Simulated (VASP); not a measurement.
# SnO2 (P4_2/mnm) in VASP: a series of runs

SnO2 is run at these levels: PBE; tasks: single point.

All numbers are computed with VASP 6.6.1; they aren't measurements. Logs are shortened: lines on timing, memory, paths and dates and some standing lists are left out, and cuts for length are marked.

**1. The cell of the first run**

The structure is tetragonal, space group P4_2/mnm (No. 136). Conventional cell: a = 4.808 Å, b = 4.808 Å, c = 3.179 Å, α = 90.00°, β = 90.00°, γ = 90.00°. Within 2.7 Å of Sn (site symmetry mmm) lie 6 O at 2.07 to 2.08 Å. O (site symmetry m2m) has 3 Sn at 2.07 to 2.08 Å and 1 O at 2.64 Å within 2.7 Å.

**2. Single point, PBE (epitaxial xy strain +1.0%)**

File INCAR:

```
ALGO = Normal ; EDIFF = 1E-6
ENCUT = 520 ; GGA = PE
ISIF = 2 ; ISMEAR = -1
LASPH = T ; LCHARG = T
LELF = T ; LREAL = F
LVHAR = T ; LWAVE = F
NBANDS = 35 ; NELM = 80
PREC = Accurate ; SIGMA = 0.02
```

File KPOINTS:

```
k-points
0
Gamma
  6 6 8
```

File POSCAR:

```
SnO2
1.0
    4.8081794617      0.0000000000      0.0000000000
    0.0000000000      4.8081794617      0.0000000000
    0.0000000000      0.0000000000      3.1791028580
Sn O
2 4
Direct
    0.0000000000      0.0000000000      0.0000000000
    0.5000000000      0.5000000000      0.5000000000
    0.3059414550      0.3059414550      0.0000000000
    0.1940585450      0.8059414550      0.5000000000
    0.8059414550      0.1940585450      0.5000000000
    0.6940585450      0.6940585450      0.0000000000
```

Potentials or basis: VASP PAW PBE potentials, release 64 (Sn_d, O).

Started as:

```console
cat potpaw_PBE.64/Sn_d/POTCAR potpaw_PBE.64/O/POTCAR > POTCAR
mpirun -np 1 vasp_std > vasp.out
```

OUTCAR:

```text
EDIFF = 1E-6
   ENCUT = 520
   GGA = PE
   ISIF = 2
   ISMEAR = -1
   LASPH = T
   LREAL = F
   NELM = 80
   PREC = Accurate

 ion  position               nearest neighbor table
   1  0.000  0.000  0.000-   4 2.07   5 2.07   4 2.07   5 2.07   3 2.08   6 2.08   2 3.75   2 3.75
                             2 3.75   2 3.75   2 3.75   2 3.75   2 3.75   2 3.75
   2  0.500  0.500  0.500-   3 2.07   6 2.07   3 2.07   6 2.07   5 2.08   4 2.08   1 3.75   1 3.75
                             1 3.75   1 3.75   1 3.75   1 3.75   1 3.75   1 3.75
   3  0.306  0.306  0.000-   2 2.07   2 2.07   1 2.08
   4  0.194  0.806  0.500-   1 2.07   1 2.07   2 2.08
   5  0.806  0.194  0.500-   1 2.07   1 2.07   2 2.08
   6  0.694  0.694  0.000-   2 2.07   2 2.07   1 2.08

  LATTYP: Found a simple tetragonal cell.
 ALAT       =     4.8081794617
 C/A-ratio  =     0.6611863977

  Lattice vectors:

 A1 = (   4.8081794617,   0.0000000000,   0.0000000000)
 A2 = (   0.0000000000,   4.8081794617,   0.0000000000)
 A3 = (   0.0000000000,   0.0000000000,   3.1791028580)

Analysis of symmetry for initial positions (statically):
=====================================================================
 Subroutine PRICEL returns:
 Original cell was already a primitive cell.

 Routine SETGRP: Setting up the symmetry group for a
 simple tetragonal supercell.

 Subroutine GETGRP returns: Found 16 space group operations
 (whereof  8 operations were pure point group operations)
 out of a pool of 16 trial point group operations.

The static configuration has the point symmetry D_2h.
 The point group associated with its full space group is D_4h.

Analysis of symmetry for dynamics (positions and initial velocities):
=====================================================================
 Subroutine PRICEL returns:
 Original cell was already a primitive cell.

 Routine SETGRP: Setting up the symmetry group for a
 simple tetragonal supercell.

 Subroutine GETGRP returns: Found 16 space group operations
 (whereof  8 operations were pure point group operations)
 out of a pool of 16 trial point group operations.

The dynamic configuration has the point symmetry D_2h.
 The point group associated with its full space group is D_4h.

 Subroutine INISYM returns: Found 16 space group operations
 (whereof  8 operations are pure point group operations),
 and found     1 'primitive' translations

----------------------------------------------------------------------------------------

[... 97 lines left out ...]
   LASPH  =      T    aspherical Exc in radial PAW
   ENCUT  =  520.0 eV  38.22 Ry    6.18 a.u.   8.94  8.94  5.91*2*pi/ulx,y,z
   NELM   =     80;   NELMIN=  2; NELMDL= -5     # of ELM steps
   EDIFF  = 0.1E-05   stopping-criterion for ELM
   LREAL  =      F    real-space projection
   EDIFFG = 0.1E-04   stopping-criterion for IOM
   NSW    =      0    number of steps for IOM
   IBRION =     -1    ionic relax: 0-MD 1-quasi-New 2-CG
   NFREE  =      0    steps in history (QN), initial steepest desc. (CG)
   ISIF   =      2    stress and relaxation
   ISYM   =      2    0-nonsym 1-usesym 2-fastsym
   POTIM  = 0.5000    time-step for ionic-motion
   TEBEG  =    0.0;   TEEND  =   0.0 temperature during run
   PSTRESS=    0.0 pullay stress
   NELECT =      52.0000    total number of electrons
   NUPDOWN=      -1.0000    fix difference up-down
   EMIN   =  10.00;   EMAX   =-10.00  energy-range for DOS
   EFERMI =   0.00;   METHOD = LEGACY
   ISMEAR =    -1;   SIGMA  =   0.02  broadening in eV -4-tet -1-fermi 0-gaus
   EFERMI_NEDOS =   21; number of points for ismear=-14 and -15
   IALGO  =     38    algorithm
   IMIX   =      4    mixing-type and parameters
     AMIX     =   0.40;   BMIX     =  1.00
     AMIX_MAG =   1.60;   BMIX_MAG =  1.00
  volume/ion in A,a.u.               =      12.25        82.66
  Fermi-wavevector in a.u.,A,eV,Ry     =   1.458772  2.756679 28.953397  2.128015
  Thomas-Fermi vector in A             =   2.575417
   LORBIT       =      0    0 simple, 1 ext, 2 COOP (PROOUT), +10 PAW based schemes
   GGA     = PE    functional components
   LHFCALC =     F    Hartree Fock is set to
   AEXX    =    0.0000 exact exchange contribution
   IVDW    =     0    specifies the selected vdW correction
   LEPSILON=     F    determine dielectric tensor
   LRPA    =     F    only Hartree local field effects (RPA)
 non-spin polarized calculation
  energy-cutoff  :      520.00
  volume of cell :       73.50
 maximum number of plane-waves:      2024
 NGX is ok and might be reduce to    36
   NGX = 17   NGY = 17   NGZ = 11

 number of electron      52.0000010 magnetization

 Free energy of the ion-electron system (eV)
  ---------------------------------------------------
  ext. energy  EPLUGINS =         0.00000000
  ---------------------------------------------------
  free energy    TOTEN  =       -37.25672723 eV

  energy without entropy =      -37.25672723  energy(sigma->0) =      -37.25672723

 E-fermi :   6.2230     XC(G=0): -11.1083

 val. band max:        5.8272905613   @ k =   0.0000   0.0000   0.0000
 cond. band min:       6.8233654253   @ k =   0.0000   0.0000   0.0000
 fundamental gap:      0.9960748640
 Fermi energy:         6.2229582291

 k-point     1 :       0.0000    0.0000    0.0000
  band No.  band energies     occupation
      1     -15.2568      2.00000
      2     -14.5494      2.00000
      3     -14.2914      2.00000
      4     -14.2626      2.00000
      5     -14.2626      2.00000
      6     -14.1776      2.00000
[... 901 lines left out ...]
     34      17.9970      0.00000
     35      18.3043      0.00000

 [... further k-points ...]
[... 5 lines left out ...]
  --------------------------------------------------------------------------------------
  -------------------------------------------------------------------------------------
  Total        2.1145719      2.1145719      4.3556434     -0.0000000      0.0000000      0.0000000
  in kB       46.0964113     46.0964113     94.9504399     -0.0000000      0.0000000      0.0000000
  external PRESSURE =      62.3810875 kB  Pullay stress =       0.0000000 kB

 VOLUME and BASIS-vectors are now :
 -----------------------------------------------------------------------------
  energy-cutoff  :      520.00
  volume of cell :       73.50
      direct lattice vectors                 reciprocal lattice vectors
     4.808179462  0.000000000  0.000000000     0.207978926  0.000000000  0.000000000
     0.000000000  4.808179462  0.000000000     0.000000000  0.207978926  0.000000000
     0.000000000  0.000000000  3.179102858     0.000000000  0.000000000  0.314554151

 POSITION                                       TOTAL-FORCE (eV/Angst)
 -----------------------------------------------------------------------------------
      0.00000      0.00000      0.00000         0.000000      0.000000      0.000000
      2.40409      2.40409      1.58955         0.000000      0.000000      0.000000
      1.47102      1.47102      0.00000        -0.048049     -0.048049      0.000000
      0.93307      3.87511      1.58955         0.048049     -0.048049      0.000000
      3.87511      0.93307      1.58955        -0.048049      0.048049      0.000000
      3.33716      3.33716      0.00000         0.048049      0.048049      0.000000
 -----------------------------------------------------------------------------------
    total drift:                                0.000000      0.000000      0.000000

  FREE ENERGIE OF THE ION-ELECTRON SYSTEM (eV)
  ---------------------------------------------------
  free  energy   TOTEN  =       -37.2567272349 eV

  energy  without entropy=      -37.2567272349  energy(sigma->0) =      -37.25672723
```

OSZICAR:

```text
N       E                     dE             d eps       ncg     rms          rms(c)
DAV:   1     0.645026001607E+03    0.64503E+03   -0.25576E+04  3853   0.232E+03
DAV:   2     0.587713396487E+02   -0.58625E+03   -0.55054E+03  3780   0.606E+02
DAV:   3    -0.383888653489E+02   -0.97160E+02   -0.95432E+02  3814   0.209E+02
DAV:   4    -0.433046215749E+02   -0.49158E+01   -0.48808E+01  4431   0.507E+01
DAV:   5    -0.434331209454E+02   -0.12850E+00   -0.12829E+00  4328   0.863E+00    0.159E+01
DAV:   6    -0.371716661529E+02    0.62615E+01   -0.17491E+01  5553   0.640E+01    0.617E+00
DAV:   7    -0.372850582018E+02   -0.11339E+00   -0.20315E+00  4047   0.788E+00    0.320E+00
DAV:   8    -0.372631541078E+02    0.21904E-01   -0.17153E-01  5194   0.405E+00    0.752E-01
DAV:   9    -0.372559292035E+02    0.72249E-02   -0.34891E-02  5703   0.293E+00    0.130E-01
DAV:  10    -0.372566191029E+02   -0.68990E-03   -0.38674E-03  4564   0.506E-01    0.511E-02
DAV:  11    -0.372567287213E+02   -0.10962E-03   -0.19750E-04  4817   0.107E-01    0.159E-02
DAV:  12    -0.372567293034E+02   -0.58203E-06   -0.12426E-05  4994   0.242E-02    0.102E-02
DAV:  13    -0.372567272112E+02    0.20921E-05   -0.60576E-06  4163   0.402E-02    0.174E-03
DAV:  14    -0.372567272349E+02   -0.23721E-07   -0.59529E-07  2256   0.608E-03
   1 F= -.37256727E+02 E0= -.37256727E+02  d E =-.747763E-11
```

Wall time 43 s (1 thread of Intel Xeon 6975P-C (Granite Rapids), shared host); peak memory 0.23 GiB.

What came out:

* Free energy: -37.2567 eV
* Pressure: 6.2 GPa
* Largest force: 0.068 eV/Å
* Band gap on the k mesh: 1.00 eV, direct

Forces on the atoms (eV/Å):
```
Sn   0.000  0.000  0.000
Sn   0.000  0.000  0.000
O   -0.048 -0.048  0.000
O    0.048 -0.048  0.000
O   -0.048  0.048  0.000
O    0.048  0.048  0.000
```

Stress tensor (GPa, compression positive):
```
4.61 0.00 0.00
0.00 4.61 0.00
0.00 0.00 9.50
```

Levels at points of the mesh, in eV from the valence-band top:
```tsv
k point	band 23	band 24	band 25	band 26	band 27	band 28	band 29	band 30
(0.00, 0.00, 0.00)	-1.21	-0.78	-0.78	0.00	1.00	6.08	6.30	6.30
(0.50, 0.00, 0.00)	-1.17	-1.17	-0.63	-0.63	4.16	4.16	7.07	7.07
(0.50, 0.50, 0.00)	-1.28	-1.28	-0.91	-0.91	4.61	4.61	7.42	7.42
(0.00, 0.00, 0.50)	-1.59	-1.59	-1.22	-1.22	5.89	5.89	9.50	9.50
(0.50, 0.00, 0.50)	-1.07	-1.07	-0.76	-0.76	6.15	6.15	7.74	7.74
(0.50, 0.50, 0.50)	-0.95	-0.95	-0.83	-0.83	4.57	4.57	8.76	8.76
```

Caveat: the cell differs from its parent crystal (epitaxial xy strain +1.0%); spin-orbit coupling is left out, which moves the levels of the heavy elements.

**3. Single point, PBE (epitaxial xy strain +2.0%)**

File INCAR:

```
PREC = Accurate
ENCUT = 520
EDIFF = 1E-7
ISMEAR = -1
SIGMA = 0.02
LREAL = False
LASPH = True
NELM = 60
ALGO = Normal
ISIF = 2
LWAVE = False
LCHARG = False
GGA = PE
NBANDS = 35
```

File KPOINTS:

```
regular mesh
0
Gamma
  6 6 8
```

File POSCAR:

```
SnO2
1.0
    4.8557851990      0.0000000000      0.0000000000
    0.0000000000      4.8557851990      0.0000000000
    0.0000000000      0.0000000000      3.1596563778
Sn O
2 4
Direct
    0.0000000000      0.0000000000      0.0000000000
    0.5000000000      0.5000000000      0.5000000000
    0.3062087924      0.3062087924      0.0000000000
    0.1937912076      0.8062087924      0.5000000000
    0.8062087924      0.1937912076      0.5000000000
    0.6937912076      0.6937912076      0.0000000000
```

Potentials or basis: VASP PAW PBE potentials, release 64 (Sn_d, O).

Started as:

```console
cat potpaw_PBE.64/Sn_d/POTCAR potpaw_PBE.64/O/POTCAR > POTCAR
mpirun -np 1 vasp_std > vasp.out
```

Run time: 40 s. Hardware: 1 thread of Intel Xeon 6975P-C (Granite Rapids), shared host; peak memory 0.23 GiB.

It converged, with:

```yaml
Free_energy: -37.2596 eV
Pressure: 4.3 GPa
Largest_force: 0.093 eV/Å
Band_gap_on_the_k_mesh: 0.91 eV, direct
```

Forces in eV/Å, atoms in the order of the input:
```
Sn   0.000  0.000  0.000
Sn   0.000  0.000  0.000
O   -0.066 -0.066  0.000
O    0.066 -0.066  0.000
O   -0.066  0.066  0.000
O    0.066  0.066  0.000
```

Stress tensor (GPa, compression positive):
```
1.73 0.00 0.00
0.00 1.73 0.00
0.00 0.00 9.31
```

Levels at points of the mesh, in eV from the valence-band top:
```tsv
k point	band 22	band 23	band 24	band 25	band 26	band 27	band 28	band 29	band 30	band 31
(0.00, 0.00, 0.00)	-1.18	-1.18	-0.79	-0.79	0.00	0.91	6.09	6.33	6.33	10.19
(0.50, 0.00, 0.00)	-1.95	-1.14	-1.14	-0.64	-0.64	4.04	4.04	7.11	7.11	10.37
(0.50, 0.50, 0.00)	-1.88	-1.24	-1.24	-0.92	-0.92	4.51	4.51	7.40	7.40	10.41
(0.00, 0.00, 0.50)	-2.60	-1.54	-1.54	-1.21	-1.21	5.76	5.76	9.36	9.36	10.42
(0.50, 0.00, 0.50)	-1.68	-1.06	-1.06	-0.80	-0.80	6.00	6.00	7.55	7.55	11.00
(0.50, 0.50, 0.50)	-2.54	-0.95	-0.95	-0.83	-0.83	4.44	4.44	8.67	8.67	10.70
```

Caveat: the cell differs from its parent crystal (epitaxial xy strain +2.0%); spin-orbit coupling is left out, which moves the levels of the heavy elements.

**4. Single point, PBE (epitaxial xy strain +3.0%)**

File INCAR:

```
SYSTEM = SnO2
  PREC = Accurate
  ENCUT = 520
  EDIFF = 1E-6
  ISMEAR = -1
  SIGMA = 0.02
  LREAL = .FALSE.
  LASPH = .TRUE.
  NELM = 60
  ALGO = Normal
  ISIF = 2
  LWAVE = .FALSE.
  LCHARG = .FALSE.
  GGA = PE
  NBANDS = 35
```

File KPOINTS:

```
regular mesh
0
G
  6 6 8
  0 0 0
```

File POSCAR:

```
SnO2
1.0
    4.9033909362      0.0000000000      0.0000000000
    0.0000000000      4.9033909362      0.0000000000
    0.0000000000      0.0000000000      3.1417759425
Sn O
2 4
Direct
    0.0000000000      0.0000000000      0.0000000000
    0.5000000000      0.5000000000      0.5000000000
    0.3066337540      0.3066337540      0.0000000000
    0.1933662460      0.8066337540      0.5000000000
    0.8066337540      0.1933662460      0.5000000000
    0.6933662460      0.6933662460      0.0000000000
```

Started as:

```console
cat potpaw_PBE.64/Sn_d/POTCAR potpaw_PBE.64/O/POTCAR > POTCAR
mpirun -np 1 vasp_std > vasp.out
```

It took 40 s on 1 thread of Intel Xeon 6975P-C (Granite Rapids), shared host; peak memory 0.24 GiB.

Results (log left out):

| Quantity | Value |
| --- | --- |
| Free energy | -37.2389 eV |
| Pressure | 2.5 GPa |
| Largest force | 0.116 eV/Å |
| Band gap on the k mesh | 0.84 eV, direct |

Forces on the atoms (eV/Å):
```
Sn   0.000  0.000  0.000
Sn   0.000  0.000  0.000
O   -0.082 -0.082  0.000
O    0.082 -0.082  0.000
O   -0.082  0.082  0.000
O    0.082  0.082  0.000
```

Stress tensor (GPa, compression positive):
```
-0.88  0.00  0.00
 0.00 -0.88  0.00
 0.00  0.00  9.14
```

Levels at points of the mesh, in eV from the valence-band top:
```
           k point  band 24  band 25  band 26  band 27  band 28  band 29
(0.00, 0.00, 0.00)    -0.79    -0.79     0.00     0.84     6.07     6.36
(0.50, 0.00, 0.00)    -1.10    -0.65    -0.65     3.92     3.92     7.15
(0.50, 0.50, 0.00)    -1.20    -0.93    -0.93     4.41     4.41     7.38
(0.00, 0.00, 0.50)    -1.50    -1.19    -1.19     5.64     5.64     9.21
(0.50, 0.00, 0.50)    -1.04    -0.82    -0.82     5.85     5.85     7.36
(0.50, 0.50, 0.50)    -0.95    -0.83    -0.83     4.33     4.33     8.57
```

Caveat: the cell differs from its parent crystal (epitaxial xy strain +3.0%); spin-orbit coupling is left out, which moves the levels of the heavy elements.

**5. The runs side by side**

```csv
cell,gap on the mesh (eV),pressure (GPa),largest force (eV/Å)
"a = 4.808, b = 4.808, c = 3.179 Å, 6 atoms",1.00,6.2,0.07
"a = 4.856, b = 4.856, c = 3.160 Å, 6 atoms",0.91,4.3,0.09
"a = 4.903, b = 4.903, c = 3.142 Å, 6 atoms",0.84,2.5,0.12
```

Alike in all rows: task single point; level PBE; potentials or basis VASP PAW PBE potentials, release 64 (Sn_d, O); no spin polarisation; k mesh 6 × 6 × 8; cutoff (eV) 520; smearing fermi-dirac 0.02 eV.

Caveats: spin-orbit coupling is left out, which moves the levels of the heavy elements.

Absolute energies hang on the potentials; compare differences alone.
